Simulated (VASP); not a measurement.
# SiPdRu5 (F-43m) in VASP: notebook, part 3 of 3

VASP 6.6.1. The steps go on from the part before.

## Step 5: Relaxation of cell and atoms, PBE

This run uses another cell than the first one, of 15.09 Å³/atom, 0.668 times its volume.

INCAR reads:

```
SYSTEM = SiPdRu5
PREC     = Accurate       ! precision mode
ENCUT    = 600            ! plane-wave cutoff, eV
EDIFF    = 1E-7           ! SCF threshold, eV
ISMEAR   = 0              ! smearing method
SIGMA    = 0.2            ! smearing width, eV
LREAL    = .FALSE.        ! projectors in reciprocal space
LASPH    = .TRUE.         ! aspherical terms in the spheres
NELM     = 80             ! most SCF steps
ALGO     = Normal         ! electronic algorithm
ISIF     = 3              ! what is computed and relaxed
LWAVE    = .FALSE.        ! write WAVECAR
LCHARG   = .FALSE.        ! write CHGCAR
GGA      = PE             ! functional
IBRION   = 2              ! ionic algorithm
NSW      = 36             ! ionic steps
EDIFFG   = -0.08          ! ionic threshold
```

KPOINTS reads:

```
Automatic mesh
0
G
  4 4 4
  0 0 0
```

POSCAR reads:

```
SiPdRu5
1.0
    0.0000000000      3.7517545200      3.7517545200
    3.7517545200      0.0000000000      3.7517545200
    3.7517545200      3.7517545200      0.0000000000
Si Ru Pd
1 5 1
Direct
    0.0000000000      0.0000000000      0.0000000000
    0.6457034600      0.6457034600      0.6457034600
    0.6457034600      0.6457034600      0.0628896200
    0.6457034600      0.0628896200      0.6457034600
    0.0628896200      0.6457034600      0.6457034600
    0.5000000000      0.5000000000      0.5000000000
    0.2500000000      0.2500000000      0.2500000000
```

Potentials or basis: VASP PAW PBE potentials, release 64 (Si, Ru_pv, Pd).

On the command line:

```console
cat potpaw_PBE.64/Si/POTCAR potpaw_PBE.64/Ru_pv/POTCAR potpaw_PBE.64/Pd/POTCAR > POTCAR
mpirun -np 1 vasp_std > vasp.out
```

OUTCAR:

```text
SYSTEM = SiPdRu5
   PREC = Accurate
   ENCUT = 600
   EDIFF = 1E-7
   ISMEAR = 0
   LREAL = .FALSE.
   LASPH = .TRUE.
   NELM = 80
   ISIF = 3
   GGA = PE
   IBRION = 2
   NSW = 36
   EDIFFG = -0.08

 ion  position               nearest neighbor table
   1  0.000  0.000  0.000-   2 3.08   3 3.08   4 3.08   2 3.08   3 3.08   5 3.08   2 3.08   4 3.08
                             5 3.08   3 3.08   4 3.08   5 3.08   7 3.25   7 3.25   7 3.25   7 3.25
   2  0.646  0.646  0.646-   6 1.89   4 2.21   5 2.21   3 2.21   1 3.08   1 3.08   1 3.08   4 3.09
                             3 3.09   5 3.09   7 3.17   7 3.17   7 3.17
   3  0.646  0.646  0.063-   6 1.89   4 2.21   5 2.21   2 2.21   1 3.08   1 3.08   1 3.08   2 3.09
                             5 3.09   4 3.09   7 3.17   7 3.17   7 3.17
   4  0.646  0.063  0.646-   6 1.89   3 2.21   5 2.21   2 2.21   1 3.08   1 3.08   1 3.08   3 3.09
                             5 3.09   2 3.09   7 3.17   7 3.17   7 3.17
   5  0.063  0.646  0.646-   6 1.89   3 2.21   4 2.21   2 2.21   1 3.08   1 3.08   1 3.08   3 3.09
                             4 3.09   2 3.09   7 3.17   7 3.17   7 3.17
   6  0.500  0.500  0.500-   2 1.89   3 1.89   4 1.89   5 1.89   7 3.25   7 3.25   7 3.25   7 3.25
[... 1162 lines left out ...]
     50       5.6299      0.00000

[... ionic steps 4 to 14 ...]

--------------------------------------- Ionic step       15  -------------------------------------------

 number of electron      83.9999998 magnetization

------------------------ aborting loop because EDIFF is reached ----------------------------------------
[... 77 lines left out ...]
--------------------------------------- Ionic step       17  -------------------------------------------

 number of electron      83.9999999 magnetization

 Free energy of the ion-electron system (eV)
  ---------------------------------------------------
  ext. energy  EPLUGINS =         0.00000000
  ---------------------------------------------------
  free energy    TOTEN  =       -43.35790657 eV

  energy without entropy =      -43.05698174  energy(sigma->0) =      -43.20744416

 E-fermi :   5.5231     XC(G=0): -10.5251

 val. band max:        5.4906385519   @ k =  -0.2500   0.5000   0.2500
 cond. band min:       5.5423546511   @ k =   0.0000   0.0000   0.0000
 fundamental gap:      0.0517160992
 Fermi energy:         5.5230880252
[... 456 lines left out ...]
  FREE ENERGIE OF THE ION-ELECTRON SYSTEM (eV)
  ---------------------------------------------------
  free  energy   TOTEN  =       -43.3579065690 eV

  energy  without entropy=      -43.0569817411  energy(sigma->0) =      -43.20744416

 reached required accuracy - stopping structural energy minimisation
```

CONTCAR:

```text
SiPdRu5
   1.00000000000000
     0.0000000000000000    4.2934188243865723    4.2934188243865723
     4.2934188243865723   -0.0000000000000000    4.2934188243865723
     4.2934188243865723    4.2934188243865723    0.0000000000000000
  Si              Ru              Pd
     1     5     1
Direct
     0.0000000000000000    0.0000000000000000    0.0000000000000000
     0.6504507289121041    0.6504507289121041    0.6504507289121041
     0.6504507289121041    0.6504507289121041    0.0486478132636875
     0.6504507289121041    0.0486478132636875    0.6504507289121042
     0.0486478132636875    0.6504507289121041    0.6504507289121042
     0.5000000000000000    0.5000000000000000    0.5000000000000000
     0.2500000000000000    0.2500000000000000    0.2500000000000000

  0.00000000E+00  0.00000000E+00  0.00000000E+00
  0.00000000E+00  0.00000000E+00  0.00000000E+00
  0.00000000E+00  0.00000000E+00  0.00000000E+00
  0.00000000E+00  0.00000000E+00  0.00000000E+00
  0.00000000E+00  0.00000000E+00  0.00000000E+00
  0.00000000E+00  0.00000000E+00  0.00000000E+00
  0.00000000E+00  0.00000000E+00  0.00000000E+00
```

Wall time 14 min (1 thread of Intel Xeon 6975P-C (Granite Rapids), shared host); peak memory 0.3 GiB.

What came out:

- Free energy: -43.3579 eV
- Relaxed volume: 22.61 Å³/atom
- Relaxed cell: a = 6.072 Å, b = 6.072 Å, c = 6.072 Å, α = 60.00°, β = 60.00°, γ = 60.00°
- Space group after relaxing (to 0.05 Å): F-43m (No. 216)
- Energy gained by relaxing: 1822.1 meV/atom
- Ionic steps: 17
- Pressure after relaxing: 0.0 GPa
- Largest force after relaxing: 0.007 eV/Å
- Band gap on the k mesh: zero (band 42 reaches 5.54 eV, above the bottom of band 43 at 5.43 eV)

Forces on the atoms (eV/Å):
```
Si   0.000  0.000  0.000
Ru   0.004  0.004  0.004
Ru  -0.004 -0.004  0.004
Ru  -0.004  0.004 -0.004
Ru   0.004 -0.004 -0.004
Ru   0.000  0.000  0.000
Pd   0.000  0.000  0.000
```

Step by step:
| step | energy change (eV) | largest force (eV/Å) | pressure (GPa) | volume (Å³) |
| --- | --- | --- | --- | --- |
| 1 | 0.0000 | 7.2369 | 105.26 | 105.62 |
| 2 | 0.4186 | 1.1735 | -6.34 | 341.14 |
| 3 | -2.1519 | 2.7989 | -7.34 | 290.66 |
| 4 | -4.8510 | 4.5722 | -7.83 | 249.46 |
| 5 | -10.2982 | 9.7066 | 4.91 | 167.37 |
| 6 | -10.3547 | 10.6406 | 18.44 | 147.01 |
| 7 | -10.4598 | 10.2346 | 9.43 | 159.08 |
| 8 | -5.2165 | 1.5611 | -12.55 | 236.64 |
| 9 | -8.7208 | 2.3964 | -14.16 | 207.14 |
| 10 | -11.1359 | 1.8740 | -12.63 | 188.16 |
| 11 | -12.3450 | 0.6961 | -7.23 | 173.22 |
| 12 | -12.3878 | 1.9548 | -4.69 | 169.35 |
| 13 | -12.3927 | 1.6243 | -5.36 | 170.27 |
| 14 | -12.7117 | 0.0487 | 3.21 | 153.93 |
| 15 | -12.7445 | 0.5044 | 0.84 | 157.43 |
| 16 | -12.7424 | 0.5374 | -0.79 | 159.25 |
| 17 | -12.7545 | 0.0069 | 0.03 | 158.29 |

Final structure:
```cif
data_structure
_symmetry_space_group_name_H-M 'P 1'
_symmetry_Int_Tables_number 1
_cell_length_a 6.0718
_cell_length_b 6.0718
_cell_length_c 6.0718
_cell_angle_alpha 60.000
_cell_angle_beta 60.000
_cell_angle_gamma 60.000
_cell_volume 158.29
loop_
_atom_site_label
_atom_site_type_symbol
_atom_site_fract_x
_atom_site_fract_y
_atom_site_fract_z
_atom_site_occupancy
Si1 Si 0.00000 0.00000 0.00000 1
Ru1 Ru 0.65045 0.65045 0.65045 1
Ru2 Ru 0.65045 0.65045 0.04865 1
Ru3 Ru 0.65045 0.04865 0.65045 1
Ru4 Ru 0.04865 0.65045 0.65045 1
Ru5 Ru 0.50000 0.50000 0.50000 1
Pd1 Pd 0.25000 0.25000 0.25000 1
```

Caveat: the k points lie up to 0.32 Å⁻¹ apart in the final cell; the volume moved by over 15 % at a fixed basis, so the end points are rough; the relaxation stopped at a loose force limit of 0.08 eV/Å, so its end isn't a converged minimum.

## Step 6: The runs side by side

| task | cell | cutoff (eV) | gap on the mesh (eV) | pressure (GPa) | relaxed volume (Å³/atom) | largest force (eV/Å) |
| --- | --- | --- | --- | --- | --- | --- |
| single point | a = 6.069 Å, angles 60.0°, 7 atoms | 520 | none | 0.2 | - | 0.01 |
| single point | a = 6.096 Å, angles 60.0°, 7 atoms | 520 | none | 0.1 | - | 0.13 |
| relaxation of cell and atoms | relaxed from a = 5.198 Å, angles 60.0°, 7 atoms | 600 | none | 0.4 | 22.76 | 0.01 |
| relaxation of cell and atoms | relaxed from a = 5.306 Å, angles 60.0°, 7 atoms | 600 | none | 0.0 | 22.61 | 0.01 |

Alike in all rows: level PBE; potentials or basis VASP PAW PBE potentials, release 64 (Si, Ru_pv, Pd); no spin polarisation; k mesh 4 × 4 × 4; smearing gaussian 0.2 eV.

Caveats: some runs use coarse meshes; the volume moved by over 15 % at a fixed basis, so the end points are rough (some runs); the relaxation stopped at a loose force limit of 0.08 eV/Å, so its end isn't a converged minimum (some runs).

Total energies depend on the potentials used, so only differences within one code and one set of settings carry meaning.
